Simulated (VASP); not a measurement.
# ZnCu (Cmmm) in VASP: single point with PBE

Aim: the single point of ZnCu with PBE.

Everything below comes from runs of VASP 6.6.1. Logs are shortened: lines on timing, memory, paths and dates and some standing lists are left out, and cuts for length are marked.

### Step 1. The cell of the first run

Symmetry: Cmmm, No. 65, orthorhombic system. Conventional cell: a = 2.936 Å, b = 4.185 Å, c = 4.085 Å, α = 90.00°, β = 90.00°, γ = 90.00°. Zn (site symmetry mmm) has 8 Cu at 2.52 to 2.92 Å and 6 Zn at 2.56 to 2.94 Å within 3.3 Å. Cu (site symmetry mmm) has 8 Zn at 2.52 to 2.92 Å and 6 Cu at 2.56 to 2.94 Å within 3.3 Å.

### Step 2. Single point, PBE

INCAR

```
SYSTEM = ZnCu
  PREC = Accurate
  ENCUT = 820
  EDIFF = 1E-6
  ISMEAR = -1
  SIGMA = 0.05
  LREAL = .FALSE.
  LASPH = .TRUE.
  NELM = 120
  ALGO = Normal
  ISIF = 2
  LWAVE = .FALSE.
  LCHARG = .TRUE.
  GGA = PE
  LELF = .TRUE.
  LVHAR = .TRUE.
  NBANDS = 22
  GGA_COMPAT = .FALSE.
```

KPOINTS

```
regular mesh
0
G
  11 11 7
  0 0 0
```

POSCAR

```
ZnCu
1.0
    1.4679278995     -2.0926095531      0.0000000000
    1.4679278995      2.0926095531      0.0000000000
    0.0000000000      0.0000000000      4.0847831128
Zn Cu
1 1
Direct
    0.5000000000      0.5000000000      0.5000000000
    0.0000000000      0.0000000000      0.0000000000
```

Potentials or basis: VASP PAW PBE potentials, release 64 (Zn, Cu_sv_GW).

Launch:

```
> cat potpaw_PBE.64/Zn/POTCAR potpaw_PBE.64/Cu_sv_GW/POTCAR > POTCAR
> mpirun -np 1 vasp_std > vasp.out
```

OUTCAR:

```text
SYSTEM = ZnCu
   PREC = Accurate
   ENCUT = 820
   EDIFF = 1E-6
   ISMEAR = -1
   LREAL = .FALSE.
   LASPH = .TRUE.
   NELM = 120
   ISIF = 2
   GGA = PE

 ion  position               nearest neighbor table
   1  0.500  0.500  0.500-   2 2.52   2 2.52   2 2.52   2 2.52
   2  0.000  0.000  0.000-   1 2.52   1 2.52   1 2.52   1 2.52

  LATTYP: Found a base centered orthorhombic cell.
 ALAT       =     2.9358557990
 B/A-ratio  =     1.4255533625
 C/A-ratio  =     1.3913432377

  Lattice vectors:

 A1 = (   1.4679278995,  -2.0926095531,   0.0000000000)
 A2 = (   1.4679278995,   2.0926095531,   0.0000000000)
 A3 = (   0.0000000000,   0.0000000000,   4.0847831128)

Analysis of symmetry for initial positions (statically):
=====================================================================
 Subroutine PRICEL returns:
 Original cell was already a primitive cell.

 Routine SETGRP: Setting up the symmetry group for a
 base centered orthorhombic supercell.

 Subroutine GETGRP returns: Found  8 space group operations
 (whereof  8 operations were pure point group operations)
 out of a pool of  8 trial point group operations.

The static configuration has the point symmetry D_2h.

Analysis of symmetry for dynamics (positions and initial velocities):
=====================================================================
 Subroutine PRICEL returns:
 Original cell was already a primitive cell.

 Routine SETGRP: Setting up the symmetry group for a
 base centered orthorhombic supercell.

 Subroutine GETGRP returns: Found  8 space group operations
 (whereof  8 operations were pure point group operations)
 out of a pool of  8 trial point group operations.

The dynamic configuration has the point symmetry D_2h.

 Subroutine INISYM returns: Found  8 space group operations
 (whereof  8 operations are pure point group operations),
 and found     1 'primitive' translations

----------------------------------------------------------------------------------------

                                     Primitive cell

  volume of cell :      25.0953

  direct lattice vectors                    reciprocal lattice vectors
     1.467927900 -2.092609553  0.000000000     0.340616184 -0.238936117  0.000000000
     1.467927900  2.092609553  0.000000000     0.340616184  0.238936117  0.000000000
     0.000000000  0.000000000  4.084783113     0.000000000  0.000000000  0.244811040

  length of vectors
     2.556135180  2.556135180  4.084783113     0.416064722  0.416064722  0.244811040

  position of ions in fractional coordinates (direct lattice)
     0.500000000  0.500000000  0.500000000
     0.000000000  0.000000000  0.000000000

  ion indices of the primitive-cell ions
   primitive index   ion index
                 1           1
                 2           2

----------------------------------------------------------------------------------------

 KPOINTS: regular mesh

Automatic generation of k-mesh.
 Grid dimensions read from file:
 generate k-points for:   11   11    7

 Generating k-lattice:

  Cartesian coordinates                     Fractional coordinates (reciprocal lattice)
     0.030965108 -0.021721465  0.000000000     0.090909091  0.000000000  0.000000000
     0.030965108  0.021721465  0.000000000     0.000000000  0.090909091  0.000000000
     0.000000000  0.000000000  0.034973006     0.000000000  0.000000000  0.142857143

  Length of vectors
     0.037824066  0.037824066  0.034973006

  Shift w.r.t. Gamma in fractional coordinates (k-lattice)
     0.000000000  0.000000000  0.000000000

 Subroutine IBZKPT returns following result:
 ===========================================

 Found    144 irreducible k-points:

 Following reciprocal coordinates:
            Coordinates               Weight
  0.000000  0.000000  0.000000      1.000000
  0.090909 -0.000000  0.000000      4.000000
  0.181818  0.000000  0.000000      4.000000
  0.272727 -0.000000  0.000000      4.000000
  0.363636 -0.000000  0.000000      4.000000
  0.454545 -0.000000  0.000000      4.000000
[... 16 lines left out ...]
 -0.272727  0.181818  0.000000      4.000000
 -0.181818  0.181818  0.000000      2.000000
 [... further k-points ...]
   k-points           NKPTS =    144   k-points in BZ     NKDIM =    144   number of bands    NBANDS=     22
   number of dos      NEDOS =    301   number of ions     NIONS =      2
   total plane-waves  NPLWV =  23040
   dimension x,y,z NGX =    24 NGY =   24 NGZ =   40
   dimension x,y,z NGXF=    48 NGYF=   48 NGZF=   80
   ions per type =               1   1
   NGX,Y,Z   is equivalent  to a cutoff of  15.61, 15.61, 16.28 a.u.
   NGXF,Y,Z  is equivalent  to a cutoff of  31.22, 31.22, 32.56 a.u.
 SYSTEM =  ZnCu
   PREC   = accura    normal or accurate (medium, high low for compatibility)
   ISTART =      0    job   : 0-new  1-cont  2-samecut
   ICHARG =      2    charge: 1-file 2-atom 10-const
   ISPIN  =      1    spin polarized calculation?
   LNONCOLLINEAR =      F non collinear calculations
   LSORBIT =      F    spin-orbit coupling
   LASPH  =      T    aspherical Exc in radial PAW
   ENCUT  =  820.0 eV  60.27 Ry    7.76 a.u.   5.97  5.97  9.54*2*pi/ulx,y,z
   NELM   =    120;   NELMIN=  2; NELMDL= -5     # of ELM steps
   EDIFF  = 0.1E-05   stopping-criterion for ELM
   LREAL  =      F    real-space projection
   EDIFFG = 0.1E-04   stopping-criterion for IOM
   NSW    =      0    number of steps for IOM
   IBRION =     -1    ionic relax: 0-MD 1-quasi-New 2-CG
   NFREE  =      0    steps in history (QN), initial steepest desc. (CG)
   ISIF   =      2    stress and relaxation
   ISYM   =      2    0-nonsym 1-usesym 2-fastsym
   POTIM  = 0.5000    time-step for ionic-motion
   TEBEG  =    0.0;   TEEND  =   0.0 temperature during run
   PSTRESS=    0.0 pullay stress
   NELECT =      31.0000    total number of electrons
   NUPDOWN=      -1.0000    fix difference up-down
   EMIN   =  10.00;   EMAX   =-10.00  energy-range for DOS
   EFERMI =   0.00;   METHOD = LEGACY
   ISMEAR =    -1;   SIGMA  =   0.05  broadening in eV -4-tet -1-fermi 0-gaus
   EFERMI_NEDOS =   21; number of points for ismear=-14 and -15
   IALGO  =     38    algorithm
   IMIX   =      4    mixing-type and parameters
     AMIX     =   0.40;   BMIX     =  1.00
     AMIX_MAG =   1.60;   BMIX_MAG =  1.00
  volume/ion in A,a.u.               =      12.55        84.68
  Fermi-wavevector in a.u.,A,eV,Ry     =   1.756567  3.319431 41.981159  3.085528
  Thomas-Fermi vector in A             =   2.826092
   LORBIT       =      0    0 simple, 1 ext, 2 COOP (PROOUT), +10 PAW based schemes
   GGA     = PE    functional components
   LHFCALC =     F    Hartree Fock is set to
   AEXX    =    0.0000 exact exchange contribution
   IVDW    =     0    specifies the selected vdW correction
   LEPSILON=     F    determine dielectric tensor
   LRPA    =     F    only Hartree local field effects (RPA)
 non-spin polarized calculation
  energy-cutoff  :      820.00
  volume of cell :       25.10
 maximum number of plane-waves:      1356
   NGX = 11   NGY = 11   NGZ = 19

 number of electron      30.9999990 magnetization

 Free energy of the ion-electron system (eV)
  ---------------------------------------------------
  ext. energy  EPLUGINS =         0.00000000
  ---------------------------------------------------
  free energy    TOTEN  =        -4.98256006 eV

  energy without entropy =       -4.97825933  energy(sigma->0) =       -4.98040969

 E-fermi :   5.6322     XC(G=0): -12.7980

 val. band max:        5.6231653839   @ k =   0.3636   0.2727   0.4286
 cond. band min:       5.6561566201   @ k =   0.2727   0.1818   0.2857
 fundamental gap:      0.0329912362
 Fermi energy:         5.6322122372

 k-point     1 :       0.0000    0.0000    0.0000
  band No.  band energies     occupation
      1    -107.1653      2.00000
      2     -64.5976      2.00000
      3     -64.5055      2.00000
      4     -64.4570      2.00000
      5      -4.8677      2.00000
      6      -2.5123      2.00000
[... 14 lines left out ...]
     21      26.7558      0.00000
     22      28.8972      0.00000

 k-point     2 :       0.0909   -0.0000    0.0000
  band No.  band energies     occupation
      1    -107.1648      2.00000
      2     -64.5972      2.00000
      3     -64.5074      2.00000
      4     -64.4596      2.00000
      5      -4.6420      2.00000
      6      -2.4597      2.00000
[... 14 lines left out ...]
     21      26.6573      0.00000
     22      27.1224      0.00000

 k-point     3 :       0.1818    0.0000    0.0000
  band No.  band energies     occupation
      1    -107.1637      2.00000
      2     -64.5960      2.00000
      3     -64.5142      2.00000
      4     -64.4657      2.00000
      5      -3.9882      2.00000
      6      -2.3834      2.00000
[... 14 lines left out ...]
     21      23.6300      0.00000
     22      25.4463      0.00000

 k-point     4 :       0.2727   -0.0000    0.0000
  band No.  band energies     occupation
      1    -107.1623      2.00000
      2     -64.5943      2.00000
      3     -64.5254      2.00000
      4     -64.4714      2.00000
      5      -3.0729      2.00000
      6      -2.2913      2.00000
[... 14 lines left out ...]
     21      20.1382      0.00000
     22      23.4228      0.00000

 k-point     5 :       0.3636   -0.0000    0.0000
  band No.  band energies     occupation
      1    -107.1609      2.00000
      2     -64.5928      2.00000
      3     -64.5370      2.00000
      4     -64.4750      2.00000
      5      -2.6782      2.00000
      6      -2.1624      2.00000
[... 14 lines left out ...]
     21      19.5992      0.00000
     22      21.8373      0.00000

 k-point     6 :       0.4545   -0.0000    0.0000
  band No.  band energies     occupation
      1    -107.1603      2.00000
      2     -64.5921      2.00000
      3     -64.5449      2.00000
      4     -64.4767      2.00000
      5      -2.6618      2.00000
      6      -2.2561      2.00000
[... 14 lines left out ...]
     21      19.7943      0.00000
     22      20.7668      0.00000

 k-point     7 :       0.0909    0.0909    0.0000
  band No.  band energies     occupation
      1    -107.1643      2.00000
      2     -64.5966      2.00000
      3     -64.5107      2.00000
      4     -64.4624      2.00000
      5      -4.2686      2.00000
      6      -2.3726      2.00000
[... 324 lines left out ...]
      6      -2.2140      2.00000
[... 14 lines left out ...]
     21      14.1227      0.00000
     22      22.1754      0.00000

 k-point    21 :      -0.4545    0.1818    0.0000
  band No.  band energies     occupation
      1    -107.1591      2.00000
      2     -64.5909      2.00000
      3     -64.5404      2.00000
      4     -64.4921      2.00000
      5      -2.2909      2.00000
      6      -2.1987      2.00000
[... 14 lines left out ...]
     21      16.6318      0.00000
     22      23.1175      0.00000

 k-point    22 :      -0.3636    0.1818    0.0000
  band No.  band energies     occupation
      1    -107.1600      2.00000
      2     -64.5920      2.00000
      3     -64.5320      2.00000
      4     -64.4903      2.00000
      5      -2.3103      2.00000
      6      -2.1608      2.00000
[... 14 lines left out ...]
     21      19.6743      0.00000
     22      23.0589      0.00000

 k-point    23 :      -0.2727    0.1818    0.0000
  band No.  band energies     occupation
      1    -107.1613      2.00000
      2     -64.5934      2.00000
      3     -64.5212      2.00000
      4     -64.4860      2.00000
      5      -3.0371      2.00000
      6      -2.1363      2.00000
[... 14 lines left out ...]
     21      22.4660      0.00000
     22      23.0242      0.00000

 k-point    24 :      -0.1818    0.1818    0.0000
  band No.  band energies     occupation
      1    -107.1625      2.00000
      2     -64.5947      2.00000
      3     -64.5141      2.00000
      4     -64.4781      2.00000
      5      -3.7194      2.00000
      6      -2.2462      2.00000
[... 14 lines left out ...]
     21      25.4382      0.00000
     22      25.8479      0.00000

 [... further k-points ...]

------------------------ aborting loop because EDIFF is reached ----------------------------------------

  FORCE on cell =-STRESS in cart. coord.  units (eV):
  Direction    XX          YY          ZZ          XY          YZ          ZX
  --------------------------------------------------------------------------------------
  -------------------------------------------------------------------------------------
  Total        0.8182545      0.6288567      0.6629787     -0.0000000      0.0000000      0.0000000
  in kB       52.2404703     40.1485963     42.3270727     -0.0000000      0.0000000      0.0000000
  external PRESSURE =      44.9053798 kB  Pullay stress =       0.0000000 kB

 VOLUME and BASIS-vectors are now :
 -----------------------------------------------------------------------------
  energy-cutoff  :      820.00
  volume of cell :       25.10
      direct lattice vectors                 reciprocal lattice vectors
     1.467927900 -2.092609553  0.000000000     0.340616184 -0.238936117  0.000000000
     1.467927900  2.092609553  0.000000000     0.340616184  0.238936117  0.000000000
     0.000000000  0.000000000  4.084783113     0.000000000  0.000000000  0.244811040

 POSITION                                       TOTAL-FORCE (eV/Angst)
 -----------------------------------------------------------------------------------
      1.46793      0.00000      2.04239        -0.000000      0.000000      0.000000
      0.00000      0.00000      0.00000         0.000000      0.000000      0.000000
 -----------------------------------------------------------------------------------
    total drift:                                0.000000      0.000000      0.000000

  FREE ENERGIE OF THE ION-ELECTRON SYSTEM (eV)
  ---------------------------------------------------
  free  energy   TOTEN  =        -4.9825600567 eV

  energy  without entropy=       -4.9782593284  energy(sigma->0) =       -4.98040969
```

Wall time 2 min (1 thread of AMD EPYC 7R13 (Zen 3), shared host); peak memory 0.29 GiB.

Results:

| Quantity | Value |
| --- | --- |
| Free energy | -4.9826 eV |
| Pressure | 4.5 GPa |
| Band gap on the k mesh | zero (an odd number of electrons rules out a gap without spin polarisation) |

Stress tensor (GPa, compression positive):
```
5.22 0.00 0.00
0.00 4.01 0.00
0.00 0.00 4.23
```

Levels at points of the mesh, in eV from the Fermi level:
| k point | band 13 | band 14 | band 15 | band 16 | band 17 | band 18 |
| --- | --- | --- | --- | --- | --- | --- |
| (0.00, 0.00, 0.00) | -2.44 | -2.43 | -2.32 | -1.70 | 2.37 | 14.63 |

Caveat: the cell stands under pressure.

The gap in the log of VASP goes by the Fermi energy; the results here count the filled bands.